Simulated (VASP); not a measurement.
# Ir in VASP: further runs

The runs below take Ir through single point, with LDA.

Everything below comes from runs of VASP 6.6.1. Logs are shortened: lines on timing, memory, paths and dates and some standing lists are left out, and cuts for length are marked.

### Step 1. The cell of the first run

Symmetry: Fm-3m, No. 225, cubic system. The conventional cell has a = 3.811 Å, b = 3.811 Å, c = 3.811 Å, α = 90.00°, β = 90.00°, γ = 90.00°. Ir (site symmetry m-3m) has 12 Ir at 2.69 Å within 3.6 Å.

### Step 2. Single point, LDA

The input, INCAR:

```
SYSTEM = Ir
ALGO = Normal ; EDIFF = 1E-6
ENCUT = 520 ; ISIF = 2
ISMEAR = 0 ; LASPH = .TRUE.
LCHARG = .FALSE. ; LREAL = .FALSE.
LWAVE = .FALSE. ; NBANDS = 10
NELM = 60 ; PREC = Accurate
SIGMA = 0.15
```

The input, KPOINTS:

```
k-points
0
G
  20 20 20
  0 0 0
```

The input, POSCAR:

```
Ir
1.0
    0.0000000000      1.9054048527      1.9054048527
    1.9054048527      0.0000000000      1.9054048527
    1.9054048527      1.9054048527      0.0000000000
Ir
1
Direct
    0.0000000000      0.0000000000      0.0000000000
```

Potentials or basis: VASP PAW LDA potentials, release 64 (Ir).

The run is started by

```console
> cat potpaw_LDA.64/Ir/POTCAR > POTCAR
> mpirun -np 1 vasp_std > vasp.out
```

OUTCAR:

```text
SYSTEM = Ir
   EDIFF = 1E-6
   ENCUT = 520
   ISIF = 2
   ISMEAR = 0
   LASPH = .TRUE.
   LREAL = .FALSE.
   NELM = 60
   PREC = Accurate

 ion  position               nearest neighbor table
   1  0.000  0.000  0.000-

  LATTYP: Found a face centered cubic cell.
 ALAT       =     3.8108097054

  Lattice vectors:

 A1 = (   0.0000000000,   1.9054048527,   1.9054048527)
 A2 = (   1.9054048527,   0.0000000000,   1.9054048527)
 A3 = (   1.9054048527,   1.9054048527,   0.0000000000)

Analysis of symmetry for initial positions (statically):
=====================================================================
 Subroutine PRICEL returns:
 Original cell was already a primitive cell.

 Routine SETGRP: Setting up the symmetry group for a
 face centered cubic supercell.

 Subroutine GETGRP returns: Found 48 space group operations
 (whereof 48 operations were pure point group operations)
 out of a pool of 48 trial point group operations.

The static configuration has the point symmetry O_h .

Analysis of symmetry for dynamics (positions and initial velocities):
=====================================================================
 Subroutine PRICEL returns:
 Original cell was already a primitive cell.

 Routine SETGRP: Setting up the symmetry group for a
 face centered cubic supercell.

 Subroutine GETGRP returns: Found 48 space group operations
 (whereof 48 operations were pure point group operations)
 out of a pool of 48 trial point group operations.

The dynamic configuration has the point symmetry O_h .

 Subroutine INISYM returns: Found 48 space group operations
 (whereof 48 operations are pure point group operations),
 and found     1 'primitive' translations

----------------------------------------------------------------------------------------

                                     Primitive cell

  volume of cell :      13.8354

  direct lattice vectors                    reciprocal lattice vectors
     0.000000000  1.905404853  1.905404853    -0.262411424  0.262411424  0.262411424
     1.905404853  0.000000000  1.905404853     0.262411424 -0.262411424  0.262411424
     1.905404853  1.905404853  0.000000000     0.262411424  0.262411424 -0.262411424

  length of vectors
     2.694649384  2.694649384  2.694649384     0.454509918  0.454509918  0.454509918

  position of ions in fractional coordinates (direct lattice)
     0.000000000  0.000000000  0.000000000

  ion indices of the primitive-cell ions
   primitive index   ion index
                 1           1

----------------------------------------------------------------------------------------

 KPOINTS: k-points

Automatic generation of k-mesh.
 Grid dimensions read from file:
 generate k-points for:   20   20   20

 Generating k-lattice:

  Cartesian coordinates                     Fractional coordinates (reciprocal lattice)
    -0.013120571  0.013120571  0.013120571     0.050000000  0.000000000  0.000000000
     0.013120571 -0.013120571  0.013120571     0.000000000  0.050000000  0.000000000
     0.013120571  0.013120571 -0.013120571     0.000000000  0.000000000  0.050000000

  Length of vectors
     0.022725496  0.022725496  0.022725496

  Shift w.r.t. Gamma in fractional coordinates (k-lattice)
     0.000000000  0.000000000  0.000000000

 Subroutine IBZKPT returns following result:
 ===========================================

 Found    256 irreducible k-points:

 Following reciprocal coordinates:
            Coordinates               Weight
  0.000000  0.000000  0.000000      1.000000
  0.050000  0.000000  0.000000      8.000000
  0.100000  0.000000  0.000000      8.000000
  0.150000  0.000000  0.000000      8.000000
  0.200000  0.000000  0.000000      8.000000
  0.250000  0.000000  0.000000      8.000000
[... 16 lines left out ...]
 -0.400000  0.050000  0.000000     24.000000
 -0.350000  0.050000  0.000000     24.000000
 [... further k-points ...]
   k-points           NKPTS =    256   k-points in BZ     NKDIM =    256   number of bands    NBANDS=     10
   number of dos      NEDOS =    301   number of ions     NIONS =      1
   total plane-waves  NPLWV =   8000
   dimension x,y,z NGX =    20 NGY =   20 NGZ =   20
   dimension x,y,z NGXF=    40 NGYF=   40 NGZF=   40
   ions per type =               1
   NGX,Y,Z   is equivalent  to a cutoff of  12.34, 12.34, 12.34 a.u.
   NGXF,Y,Z  is equivalent  to a cutoff of  24.68, 24.68, 24.68 a.u.
 SYSTEM =  Ir
   PREC   = accura    normal or accurate (medium, high low for compatibility)
   ISTART =      0    job   : 0-new  1-cont  2-samecut
   ICHARG =      2    charge: 1-file 2-atom 10-const
   ISPIN  =      1    spin polarized calculation?
   LNONCOLLINEAR =      F non collinear calculations
   LSORBIT =      F    spin-orbit coupling
   LASPH  =      T    aspherical Exc in radial PAW
   ENCUT  =  520.0 eV  38.22 Ry    6.18 a.u.   5.01  5.01  5.01*2*pi/ulx,y,z
   NELM   =     60;   NELMIN=  2; NELMDL= -5     # of ELM steps
   EDIFF  = 0.1E-05   stopping-criterion for ELM
   LREAL  =      F    real-space projection
   EDIFFG = 0.1E-04   stopping-criterion for IOM
   NSW    =      0    number of steps for IOM
   IBRION =     -1    ionic relax: 0-MD 1-quasi-New 2-CG
   NFREE  =      0    steps in history (QN), initial steepest desc. (CG)
   ISIF   =      2    stress and relaxation
   ISYM   =      2    0-nonsym 1-usesym 2-fastsym
   POTIM  = 0.5000    time-step for ionic-motion
   TEBEG  =    0.0;   TEEND  =   0.0 temperature during run
   PSTRESS=    0.0 pullay stress
   NELECT =       9.0000    total number of electrons
   NUPDOWN=      -1.0000    fix difference up-down
   EMIN   =  10.00;   EMAX   =-10.00  energy-range for DOS
   EFERMI =   0.00;   METHOD = LEGACY
   ISMEAR =     0;   SIGMA  =   0.15  broadening in eV -4-tet -1-fermi 0-gaus
   EFERMI_NEDOS =   21; number of points for ismear=-14 and -15
   IALGO  =     38    algorithm
   IMIX   =      4    mixing-type and parameters
     AMIX     =   0.40;   BMIX     =  1.00
     AMIX_MAG =   1.60;   BMIX_MAG =  1.00
  volume/ion in A,a.u.               =      13.84        93.37
  Fermi-wavevector in a.u.,A,eV,Ry     =   1.418486  2.680550 27.376319  2.012103
  Thomas-Fermi vector in A             =   2.539606
   LORBIT       =      0    0 simple, 1 ext, 2 COOP (PROOUT), +10 PAW based schemes
   GGA     = CA    functional components
   LHFCALC =     F    Hartree Fock is set to
   AEXX    =    0.0000 exact exchange contribution
   IVDW    =     0    specifies the selected vdW correction
   LEPSILON=     F    determine dielectric tensor
   LRPA    =     F    only Hartree local field effects (RPA)
 non-spin polarized calculation
 Gauss-broadening in eV      SIGMA  =   0.15
  energy-cutoff  :      520.00
  volume of cell :       13.84
 maximum number of plane-waves:       388
   NGX =  9   NGY =  9   NGZ =  9

 number of electron       9.0000001 magnetization

 Free energy of the ion-electron system (eV)
  ---------------------------------------------------
  ext. energy  EPLUGINS =         0.00000000
  ---------------------------------------------------
  free energy    TOTEN  =       -10.33272687 eV

  energy without entropy =      -10.32559986  energy(sigma->0) =      -10.32916336

 E-fermi :  10.6583     XC(G=0): -14.2691

 val. band max:       10.6489891813   @ k =   0.3500   0.0000   0.0000
 cond. band min:      10.6653086345   @ k =   0.3000   0.2000   0.0000
 fundamental gap:      0.0163194531
 Fermi energy:        10.6582665947

 k-point     1 :       0.0000    0.0000    0.0000
  band No.  band energies     occupation
      1      -0.6389      2.00000
      2       6.6526      2.00000
      3       6.6526      2.00000
      4       6.6526      2.00000
      5       9.4758      2.00000
      6       9.4758      2.00000
      7      25.0053      0.00000
      8      30.6772      0.00000
      9      30.6772      0.00000
     10      30.6772      0.00000

 k-point     2 :       0.0500    0.0000    0.0000
  band No.  band energies     occupation
      1      -0.5244      2.00000
      2       6.5903      2.00000
      3       6.7033      2.00000
      4       6.7033      2.00000
      5       9.4419      2.00000
      6       9.4419      2.00000
      7      25.2068      0.00000
      8      30.0610      0.00000
      9      30.8683      0.00000
     10      30.8683      0.00000

 k-point     3 :       0.1000    0.0000    0.0000
  band No.  band energies     occupation
      1      -0.1906      2.00000
      2       6.4257      2.00000
      3       6.8401      2.00000
      4       6.8401      2.00000
      5       9.3620      2.00000
      6       9.3620      2.00000
      7      25.7710      0.00000
      8      28.7920      0.00000
      9      31.4272      0.00000
     10      31.4272      0.00000

 k-point     4 :       0.1500    0.0000    0.0000
  band No.  band energies     occupation
      1       0.3296      2.00000
      2       6.2227      2.00000
      3       7.0119      2.00000
      4       7.0119      2.00000
      5       9.3035      2.00000
      6       9.3035      2.00000
      7      26.5273      0.00000
      8      27.4515      0.00000
      9      32.3129      0.00000
     10      32.3129      0.00000

 k-point     5 :       0.2000    0.0000    0.0000
  band No.  band energies     occupation
      1       0.9678      2.00000
      2       6.0831      2.00000
      3       7.1292      2.00000
      4       7.1292      2.00000
      5       9.3729      2.00000
      6       9.3729      2.00000
      7      25.9332      0.00000
      8      27.4487      0.00000
      9      33.4539      0.00000
     10      33.4539      0.00000

 k-point     6 :       0.2500    0.0000    0.0000
  band No.  band energies     occupation
      1       1.6013      2.00000
      2       6.1512      2.00000
      3       7.1179      2.00000
      4       7.1179      2.00000
      5       9.6517      2.00000
      6       9.6517      2.00000
      7      24.5960      0.00000
      8      27.6425      0.00000
      9      34.6676      0.00000
     10      34.6737      0.00000
[... 183 lines left out ...]
 k-point    21 :       0.5000    0.0500    0.0000
  band No.  band energies     occupation
      1       2.4482      2.00000
      2       6.4646      2.00000
      3       6.6469      2.00000
      4       9.4055      2.00000
      5      11.6493      0.00000
      6      12.1398      0.00000
      7      18.2126      0.00000
      8      24.7649      0.00000
      9      30.5341      0.00000
     10      30.5352      0.00000

 k-point    22 :      -0.4500    0.0500    0.0000
  band No.  band energies     occupation
      1       2.4519      2.00000
      2       6.4888      2.00000
      3       6.6460      2.00000
      4       9.3076      2.00000
      5      11.4740      0.00000
      6      12.1670      0.00000
      7      18.4105      0.00000
      8      24.8147      0.00000
      9      30.3601      0.00000
     10      30.9047      0.00000

 k-point    23 :      -0.4000    0.0500    0.0000
  band No.  band energies     occupation
      1       2.4633      2.00000
      2       6.5821      2.00000
      3       6.7138      2.00000
      4       8.5736      2.00000
      5      11.0705      0.00010
      6      11.8381      0.00000
      7      19.5630      0.00000
      8      25.1639      0.00000
      9      30.7289      0.00000
     10      31.8235      0.00000

 k-point    24 :      -0.3500    0.0500    0.0000
  band No.  band energies     occupation
      1       2.4360      2.00000
      2       6.7279      2.00000
      3       6.8418      2.00000
      4       7.5733      2.00000
      5      10.5220      1.80096
      6      11.3436      0.00000
      7      21.1435      0.00000
      8      25.8290      0.00000
      9      31.5417      0.00000
     10      33.2104      0.00000

 [... further k-points ...]

------------------------ aborting loop because EDIFF is reached ----------------------------------------

  FORCE on cell =-STRESS in cart. coord.  units (eV):
  Direction    XX          YY          ZZ          XY          YZ          ZX
  --------------------------------------------------------------------------------------
  -------------------------------------------------------------------------------------
  Total        0.2250731      0.2250731      0.2250731     -0.0000000     -0.0000000      0.0000000
  in kB       26.0640805     26.0640805     26.0640805     -0.0000000     -0.0000000      0.0000000
  external PRESSURE =      26.0640805 kB  Pullay stress =       0.0000000 kB

 VOLUME and BASIS-vectors are now :
 -----------------------------------------------------------------------------
  energy-cutoff  :      520.00
  volume of cell :       13.84
      direct lattice vectors                 reciprocal lattice vectors
     0.000000000  1.905404853  1.905404853    -0.262411424  0.262411424  0.262411424
     1.905404853  0.000000000  1.905404853     0.262411424 -0.262411424  0.262411424
     1.905404853  1.905404853  0.000000000     0.262411424  0.262411424 -0.262411424

 POSITION                                       TOTAL-FORCE (eV/Angst)
 -----------------------------------------------------------------------------------
      0.00000      0.00000      0.00000         0.000000      0.000000     -0.000000
 -----------------------------------------------------------------------------------
    total drift:                                0.000000     -0.000000     -0.000000

  FREE ENERGIE OF THE ION-ELECTRON SYSTEM (eV)
  ---------------------------------------------------
  free  energy   TOTEN  =       -10.3327268651 eV

  energy  without entropy=      -10.3255998583  energy(sigma->0) =      -10.32916336
```

Run time: 10 s. Hardware: 1 thread of Intel Xeon 6975P-C (Granite Rapids), shared host; peak memory 0.15 GiB.

What came out:

* Free energy: -10.3327 eV
* Pressure: 2.6 GPa
* Band gap on the k mesh: zero (an odd number of electrons rules out a gap without spin polarisation)

Caveat: spin-orbit coupling is left out, which moves the levels of the heavy elements.

### Step 3. Single point, LDA (engineering shear strain xz -0.0550, engineering shear strain yz +0.0000)

The input, INCAR:

```
SYSTEM = Ir
PREC = Accurate
ENCUT = 520
EDIFF = 1E-6
ISMEAR = 0
SIGMA = 0.15
LREAL = .FALSE.
LASPH = .TRUE.
NELM = 100
ALGO = Fast
ISIF = 2
LWAVE = .FALSE.
LCHARG = .FALSE.
GGA = CA
NBANDS = 10
```

The input, KPOINTS:

```
regular mesh
0
G
  20 20 20
  0 0 0
```

The input, POSCAR:

```
Ir
1.0
   -0.0523986334      1.9054048527      1.9054048527
    1.8530062193      0.0000000000      1.8530062193
    1.9054048527      1.9054048527     -0.0523986334
Ir
1
Direct
    0.0000000000      0.0000000000      0.0000000000
```

Potentials or basis: VASP PAW LDA potentials, release 64 (Ir).

The run is started by

```console
> cat potpaw_LDA.64/Ir/POTCAR > POTCAR
> mpirun -np 1 vasp_std > vasp.out
```

Run time: 58 s. Hardware: 1 thread of Intel Xeon 6975P-C (Granite Rapids), shared host; peak memory 0.28 GiB.

The run converged. Its results:

| Property | Result |
| --- | --- |
| Free energy | -10.2925 eV |
| Pressure | 6.8 GPa |
| Band gap on the k mesh | zero (an odd number of electrons rules out a gap without spin polarisation) |

Stress tensor (GPa, compression positive):
```
 7.67  0.00 16.73
 0.00  5.18  0.00
16.73  0.00  7.67
```

Levels at points of the mesh, in eV from the Fermi level:
| k point | band 2 | band 3 | band 4 | band 5 | band 6 | band 7 |
| --- | --- | --- | --- | --- | --- | --- |
| (0.00, 0.00, 0.00) | -4.43 | -4.10 | -3.54 | -1.14 | -1.12 | 14.35 |
| (0.50, 0.00, 0.00) | -4.41 | -3.64 | -0.97 | 0.64 | 1.15 | 7.16 |
| (0.00, 0.50, 0.00) | -4.53 | -3.79 | -0.40 | 0.84 | 1.29 | 8.04 |
| (0.50, 0.50, 0.00) | -7.56 | 0.84 | 1.55 | 1.70 | 1.84 | 10.96 |
| (0.50, 0.00, 0.50) | -7.57 | 1.00 | 1.58 | 1.60 | 1.81 | 10.86 |

Caveat: the cell differs from its parent crystal (engineering shear strain xz -0.0550, engineering shear strain yz +0.0000); the cell stands under pressure; spin-orbit coupling is left out, which moves the levels of the heavy elements.
